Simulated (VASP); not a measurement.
# Cd (P6_3/mmc) in VASP: notebook

Runs on Cd. Level: r2SCAN. Tasks: single point.

Program: VASP 6.6.1. These are calculated values, not measurements. Logs are shortened: lines on timing, memory, paths and dates and some standing lists are left out, and cuts for length are marked.

## Step 1: The cell of the first run

It takes space group P6_3/mmc (No. 194, hexagonal). The conventional cell has a = 3.093 Å, b = 3.093 Å, c = 10.431 Å, α = 90.00°, β = 90.00°, γ = 120.00°. Within 4.1 Å of Cd (site symmetry -3m) lie 12 Cd at 3.09 to 3.16 Å. Cd (site symmetry -6m2) has 12 Cd at 3.09 to 3.16 Å within 4.1 Å.

## Step 2: Single point, r2SCAN

POSCAR

```
Cd
1.0
    3.0930676374      0.0000000000      0.0000000000
   -1.5465338187      2.6786751496      0.0000000000
    0.0000000000      0.0000000000     10.4307369600
Cd
4
Direct
    0.0000000000      0.0000000000      0.0000000000
    0.3333333300      0.6666666700      0.2500000000
    0.0000000000      0.0000000000      0.5000000000
    0.6666666700      0.3333333300      0.7500000000
```

INCAR.step1

```
SYSTEM = Cd
  PREC = Accurate
  ENCUT = 520
  ISMEAR = 0
  SIGMA = 0.1
  LREAL = .False.
  LASPH = .True.
  NELM = 60
  NBANDS = 32
  GGA = PE
  ALGO = Normal
  EDIFF = 1E-4
  LWAVE = .True.
  LCHARG = .False.
```

INCAR.step2

```
SYSTEM = Cd
  PREC = Accurate
  ENCUT = 520
  EDIFF = 1E-6
  ISMEAR = 0
  SIGMA = 0.1
  LREAL = .False.
  LASPH = .True.
  NELM = 60
  ALGO = Normal
  ISIF = 2
  LWAVE = .False.
  LCHARG = .True.
  METAGGA = R2SCAN
  LMIXTAU = .True.
  LELF = .True.
  LVHAR = .True.
  NBANDS = 32
  ISTART = 1
```

KPOINTS

```
Automatic mesh
0
Gamma
  6 6 2
  0 0 0
```

Potentials or basis: VASP PAW PBE potentials, release 64 (Cd).

Started as:

```sh
> cat potpaw_PBE.64/Cd/POTCAR > POTCAR
> cp INCAR.step1 INCAR
> mpirun -np 1 vasp_std > vasp.out
> cp INCAR.step2 INCAR
> mpirun -np 1 vasp_std > vasp.out
```

OUTCAR:

```text
SYSTEM = Cd
   PREC = Accurate
   ENCUT = 520
   EDIFF = 1E-6
   ISMEAR = 0
   LREAL = .False.
   LASPH = .True.
   NELM = 60
   ISIF = 2
   METAGGA = R2SCAN
   ISTART = 1

 ion  position               nearest neighbor table
   1  0.000  0.000  0.000-   2 3.16   4 3.16   2 3.16   4 3.16   4 3.16   2 3.16
   2  0.333  0.667  0.250-   1 3.16   3 3.16   1 3.16   3 3.16   1 3.16   3 3.16
   3  0.000  0.000  0.500-   2 3.16   4 3.16   2 3.16   4 3.16   4 3.16   2 3.16
   4  0.667  0.333  0.750-   1 3.16   3 3.16   1 3.16   3 3.16   1 3.16   3 3.16

  LATTYP: Found a hexagonal cell.
 ALAT       =     3.0930676374
 C/A-ratio  =     3.3722951396

  Lattice vectors:

 A1 = (   3.0930676374,   0.0000000000,   0.0000000000)
 A2 = (  -1.5465338187,   2.6786751496,   0.0000000000)
 A3 = (   0.0000000000,   0.0000000000,  10.4307369600)

Analysis of symmetry for initial positions (statically):
=====================================================================
 Subroutine PRICEL returns:
 Original cell was already a primitive cell.

 Routine SETGRP: Setting up the symmetry group for a
 hexagonal supercell.

 Subroutine GETGRP returns: Found 24 space group operations
 (whereof 12 operations were pure point group operations)
 out of a pool of 24 trial point group operations.

The static configuration has the point symmetry D_3d.
 The point group associated with its full space group is D_6h.

Analysis of symmetry for dynamics (positions and initial velocities):
=====================================================================
 Subroutine PRICEL returns:
 Original cell was already a primitive cell.

 Routine SETGRP: Setting up the symmetry group for a
 hexagonal supercell.

 Subroutine GETGRP returns: Found 24 space group operations
 (whereof 12 operations were pure point group operations)
 out of a pool of 24 trial point group operations.

The dynamic configuration has the point symmetry D_3d.
 The point group associated with its full space group is D_6h.

 Subroutine INISYM returns: Found 24 space group operations
 (whereof 12 operations are pure point group operations),
 and found     1 'primitive' translations

----------------------------------------------------------------------------------------

                                     Primitive cell

  volume of cell :      86.4220

  direct lattice vectors                    reciprocal lattice vectors
     3.093067637  0.000000000  0.000000000     0.323303632  0.186659439  0.000000000
    -1.546533819  2.678675150  0.000000000     0.000000000  0.373318877  0.000000000
     0.000000000  0.000000000 10.430736960     0.000000000  0.000000000  0.095870503

  length of vectors
     3.093067637  3.093067637 10.430736960     0.373318877  0.373318877  0.095870503

  position of ions in fractional coordinates (direct lattice)
     0.000000000  0.000000000  0.000000000
     0.333333330  0.666666670  0.250000000
     0.000000000  0.000000000  0.500000000
     0.666666670  0.333333330  0.750000000

  ion indices of the primitive-cell ions
   primitive index   ion index
                 1           1
                 2           2
                 3           3
                 4           4

----------------------------------------------------------------------------------------

 KPOINTS: Automatic mesh

Automatic generation of k-mesh.
 Grid dimensions read from file:
 generate k-points for:    6    6    2

 Generating k-lattice:

  Cartesian coordinates                     Fractional coordinates (reciprocal lattice)
     0.053883939  0.031109906  0.000000000     0.166666667  0.000000000  0.000000000
     0.000000000  0.062219813  0.000000000     0.000000000  0.166666667  0.000000000
     0.000000000  0.000000000  0.047935252     0.000000000  0.000000000  0.500000000

  Length of vectors
     0.062219813  0.062219813  0.047935252

  Shift w.r.t. Gamma in fractional coordinates (k-lattice)
     0.000000000  0.000000000  0.000000000

 Subroutine IBZKPT returns following result:
 ===========================================

 Found     14 irreducible k-points:

 Following reciprocal coordinates:
            Coordinates               Weight
  0.000000  0.000000  0.000000      1.000000
  0.166667  0.000000  0.000000      6.000000
  0.333333  0.000000  0.000000      6.000000
  0.500000  0.000000  0.000000      3.000000
  0.166667  0.166667  0.000000      6.000000
  0.333333  0.166667  0.000000     12.000000
  0.333333  0.333333  0.000000      2.000000
  0.000000  0.000000  0.500000      1.000000
  0.166667  0.000000  0.500000      6.000000
  0.333333  0.000000  0.500000      6.000000
  0.500000  0.000000  0.500000      3.000000
  0.166667  0.166667  0.500000      6.000000
  0.333333  0.166667  0.500000     12.000000
  0.333333  0.333333  0.500000      2.000000
   k-points           NKPTS =     14   k-points in BZ     NKDIM =     14   number of bands    NBANDS=     32
   number of dos      NEDOS =    301   number of ions     NIONS =      4
   total plane-waves  NPLWV =  46080
   dimension x,y,z NGX =    24 NGY =   24 NGZ =   80
   dimension x,y,z NGXF=    48 NGYF=   48 NGZF=  160
   ions per type =               4
   NGX,Y,Z   is equivalent  to a cutoff of  12.90, 12.90, 12.75 a.u.
   NGXF,Y,Z  is equivalent  to a cutoff of  25.80, 25.80, 25.50 a.u.
 SYSTEM =  Cd
   PREC   = accura    normal or accurate (medium, high low for compatibility)
   ISTART =      1    job   : 0-new  1-cont  2-samecut
   ICHARG =      0    charge: 1-file 2-atom 10-const
   ISPIN  =      1    spin polarized calculation?
   LNONCOLLINEAR =      F non collinear calculations
   LSORBIT =      F    spin-orbit coupling
   LASPH  =      T    aspherical Exc in radial PAW
   ENCUT  =  520.0 eV  38.22 Ry    6.18 a.u.   5.75  5.75 19.39*2*pi/ulx,y,z
   NELM   =     60;   NELMIN=  2; NELMDL=  0     # of ELM steps
   EDIFF  = 0.1E-05   stopping-criterion for ELM
   LREAL  =      F    real-space projection
[... 7 lines left out ...]
   TEBEG  =    0.0;   TEEND  =   0.0 temperature during run
   PSTRESS=    0.0 pullay stress
   NELECT =      48.0000    total number of electrons
   NUPDOWN=      -1.0000    fix difference up-down
   EMIN   =  10.00;   EMAX   =-10.00  energy-range for DOS
   EFERMI =   0.00;   METHOD = LEGACY
   ISMEAR =     0;   SIGMA  =   0.10  broadening in eV -4-tet -1-fermi 0-gaus
   EFERMI_NEDOS =   21; number of points for ismear=-14 and -15
   IALGO  =     38    algorithm
   IMIX   =      4    mixing-type and parameters
     AMIX     =   0.40;   BMIX     =  1.00
     AMIX_MAG =   1.60;   BMIX_MAG =  1.00
  volume/ion in A,a.u.               =      21.61       145.80
  Fermi-wavevector in a.u.,A,eV,Ry     =   1.345696  2.542997 24.638774  1.810899
  Thomas-Fermi vector in A             =   2.473588
   LORBIT       =      0    0 simple, 1 ext, 2 COOP (PROOUT), +10 PAW based schemes
   METAGGA = R2SCAN    functional components
   LHFCALC =     F    Hartree Fock is set to
   AEXX    =    0.0000 exact exchange contribution
   IVDW    =     0    specifies the selected vdW correction
   LEPSILON=     F    determine dielectric tensor
   LRPA    =     F    only Hartree local field effects (RPA)
 non-spin polarized calculation
 Gauss-broadening in eV      SIGMA  =   0.10
  energy-cutoff  :      520.00
  volume of cell :       86.42
 maximum number of plane-waves:      2352
 NGX is ok and might be reduce to    24
   NGX = 11   NGY = 11   NGZ = 39

 number of electron      48.0000040 magnetization

 Free energy of the ion-electron system (eV)
  ---------------------------------------------------
  ext. energy  EPLUGINS =         0.00000000
  ---------------------------------------------------
  free energy    TOTEN  =       -80.13289672 eV

  energy without entropy =      -80.12037587  energy(sigma->0) =      -80.12663629

 E-fermi :   3.0085     XC(G=0): -11.8227

 val. band max:        2.9720891003   @ k =   0.1667   0.1667   0.0000
 cond. band min:       3.0578186402   @ k =   0.3333   0.0000   0.0000
 fundamental gap:      0.0857295399
 Fermi energy:         3.0085118462

 k-point     1 :       0.0000    0.0000    0.0000
  band No.  band energies     occupation
      1      -7.2896      2.00000
      2      -7.0551      2.00000
      3      -7.0411      2.00000
      4      -6.8126      2.00000
      5      -6.7264      2.00000
      6      -6.7264      2.00000
[... 24 lines left out ...]
     31      17.0038      0.00000
     32      17.6225      0.00000

 k-point     2 :       0.1667    0.0000    0.0000
  band No.  band energies     occupation
      1      -7.1389      2.00000
      2      -6.9675      2.00000
      3      -6.9431      2.00000
      4      -6.7965      2.00000
      5      -6.7929      2.00000
      6      -6.7833      2.00000
[... 24 lines left out ...]
     31      13.8661      0.00000
     32      15.6648      0.00000

 k-point     3 :       0.3333    0.0000    0.0000
  band No.  band energies     occupation
      1      -7.2995      2.00000
      2      -7.1582      2.00000
      3      -7.1302      2.00000
      4      -7.0955      2.00000
      5      -7.0631      2.00000
      6      -6.8363      2.00000
[... 24 lines left out ...]
     31      11.3795      0.00000
     32      11.7019      0.00000

 k-point     4 :       0.5000    0.0000    0.0000
  band No.  band energies     occupation
      1      -7.4251      2.00000
      2      -7.3179      2.00000
      3      -7.2863      2.00000
      4      -7.2006      2.00000
      5      -7.2006      2.00000
      6      -6.9509      2.00000
[... 24 lines left out ...]
     31      10.4475      0.00000
     32      12.5001      0.00000

 k-point     5 :       0.1667    0.1667    0.0000
  band No.  band energies     occupation
      1      -7.0444      2.00000
      2      -6.9963      2.00000
      3      -6.9547      2.00000
      4      -6.9191      2.00000
      5      -6.9003      2.00000
      6      -6.7567      2.00000
[... 24 lines left out ...]
     31      10.4484      0.00000
     32      10.5233      0.00000

 k-point     6 :       0.3333    0.1667    0.0000
  band No.  band energies     occupation
      1      -7.1944      2.00000
      2      -7.1777      2.00000
      3      -7.1149      2.00000
      4      -6.9863      2.00000
      5      -6.9536      2.00000
      6      -6.8840      2.00000
[... 24 lines left out ...]
     31       8.7129      0.00000
     32       9.0710      0.00000

 k-point     7 :       0.3333    0.3333    0.0000
  band No.  band energies     occupation
      1      -7.0109      2.00000
      2      -7.0109      2.00000
      3      -6.9986      2.00000
      4      -6.9337      2.00000
      5      -6.9337      2.00000
      6      -6.7984      2.00000
[... 24 lines left out ...]
     31       8.2154      0.00000
     32       8.5528      0.00000

 k-point     8 :       0.0000    0.0000    0.5000
  band No.  band energies     occupation
      1      -7.2196      2.00000
      2      -7.2196      2.00000
      3      -6.8763      2.00000
      4      -6.8763      2.00000
      5      -6.7027      2.00000
      6      -6.7027      2.00000
[... 24 lines left out ...]
     31      16.9917      0.00000
     32      16.9917      0.00000

 k-point     9 :       0.1667    0.0000    0.5000
  band No.  band energies     occupation
      1      -7.0834      2.00000
      2      -7.0834      2.00000
      3      -6.8513      2.00000
      4      -6.8513      2.00000
      5      -6.7718      2.00000
      6      -6.7718      2.00000
[... 24 lines left out ...]
     31      14.3295      0.00000
     32      14.3295      0.00000

 k-point    10 :       0.3333    0.0000    0.5000
  band No.  band energies     occupation
      1      -7.2443      2.00000
      2      -7.2443      2.00000
      3      -7.0576      2.00000
      4      -7.0576      2.00000
      5      -6.9934      2.00000
      6      -6.9934      2.00000
[... 24 lines left out ...]
     31      11.9046      0.00000
     32      11.9046      0.00000

 k-point    11 :       0.5000    0.0000    0.5000
  band No.  band energies     occupation
      1      -7.3552      2.00000
      2      -7.3552      2.00000
      3      -7.1980      2.00000
      4      -7.1980      2.00000
      5      -7.1715      2.00000
      6      -7.1715      2.00000
[... 24 lines left out ...]
     31      10.9919      0.00000
     32      10.9919      0.00000

 k-point    12 :       0.1667    0.1667    0.5000
  band No.  band energies     occupation
      1      -6.9985      2.00000
      2      -6.9985      2.00000
      3      -6.9807      2.00000
      4      -6.9807      2.00000
      5      -6.7812      2.00000
      6      -6.7812      2.00000
[... 24 lines left out ...]
     31      11.9613      0.00000
     32      11.9613      0.00000

 k-point    13 :       0.3333    0.1667    0.5000
  band No.  band energies     occupation
      1      -7.1506      2.00000
      2      -7.1506      2.00000
      3      -7.0590      2.00000
      4      -7.0590      2.00000
      5      -6.9900      2.00000
      6      -6.9900      2.00000
[... 24 lines left out ...]
     31       9.0106      0.00000
     32       9.0106      0.00000

 k-point    14 :       0.3333    0.3333    0.5000
  band No.  band energies     occupation
      1      -7.0906      2.00000
      2      -7.0906      2.00000
      3      -6.9225      2.00000
      4      -6.9225      2.00000
      5      -6.7431      2.00000
      6      -6.7431      2.00000
[... 24 lines left out ...]
     31       6.6786      0.00000
     32       6.6786      0.00000

------------------------ aborting loop because EDIFF is reached ----------------------------------------

  FORCE on cell =-STRESS in cart. coord.  units (eV):
  Direction    XX          YY          ZZ          XY          YZ          ZX
  --------------------------------------------------------------------------------------
  -------------------------------------------------------------------------------------
  Total       -0.4517328     -0.4517328      2.4200853      0.0000000      0.0000000      0.0000000
  in kB       -8.3746701     -8.3746701     44.8659432      0.0000000      0.0000000      0.0000000
  external PRESSURE =       9.3722010 kB  Pullay stress =       0.0000000 kB

 VOLUME and BASIS-vectors are now :
 -----------------------------------------------------------------------------
  energy-cutoff  :      520.00
  volume of cell :       86.42
      direct lattice vectors                 reciprocal lattice vectors
     3.093067637  0.000000000  0.000000000     0.323303632  0.186659439  0.000000000
    -1.546533819  2.678675150  0.000000000     0.000000000  0.373318877  0.000000000
     0.000000000  0.000000000 10.430736960     0.000000000  0.000000000  0.095870503

 POSITION                                       TOTAL-FORCE (eV/Angst)
 -----------------------------------------------------------------------------------
      0.00000      0.00000      0.00000        -0.000000      0.000000     -0.000000
     -0.00000      1.78578      2.60768         0.000000      0.000000      0.000000
      0.00000      0.00000      5.21537         0.000000      0.000000     -0.000000
      1.54653      0.89289      7.82305        -0.000000      0.000000     -0.000000
 -----------------------------------------------------------------------------------
    total drift:                               -0.000000      0.000000     -0.000000

  FREE ENERGIE OF THE ION-ELECTRON SYSTEM (eV)
  ---------------------------------------------------
  free  energy   TOTEN  =       -80.1328967153 eV

  energy  without entropy=      -80.1203758707  energy(sigma->0) =      -80.12663629
```

Run time: 1.9 min. Hardware: 1 thread of Intel Xeon Platinum 8488C (Sapphire Rapids), shared host; peak memory 0.21 GiB.

Results:

- Free energy: -80.1329 eV
- Pressure: 0.9 GPa
- Band gap on the k mesh: zero (bands 24 and 25 overlap by 2.34 eV)

Levels at points of the mesh, in eV from the Fermi level:
```
           k point  band 21  band 22  band 23  band 24  band 25  band 26  band 27  band 28
(0.00, 0.00, 0.00)    -8.92    -7.56    -7.55    -2.73    -1.88     5.83     5.83    13.67
(0.50, 0.00, 0.00)    -2.79    -2.63    -1.78    -1.78    -0.45    -0.29     3.00     3.62
(0.00, 0.00, 0.50)    -8.90    -8.90    -5.35    -5.35     1.47     1.47    10.61    10.61
(0.50, 0.00, 0.50)    -2.55    -2.55    -2.20    -2.20     0.53     0.53     1.63     1.63
```

Caveat: the k points lie up to 0.39 Å⁻¹ apart, too coarse for converged energies and pressures of a metal; the PAW data sets were made with another functional, which shifts forces and pressure a little.

[end of part 1 of 2]

The gap in the log of VASP goes by the Fermi energy; the results here count the filled bands.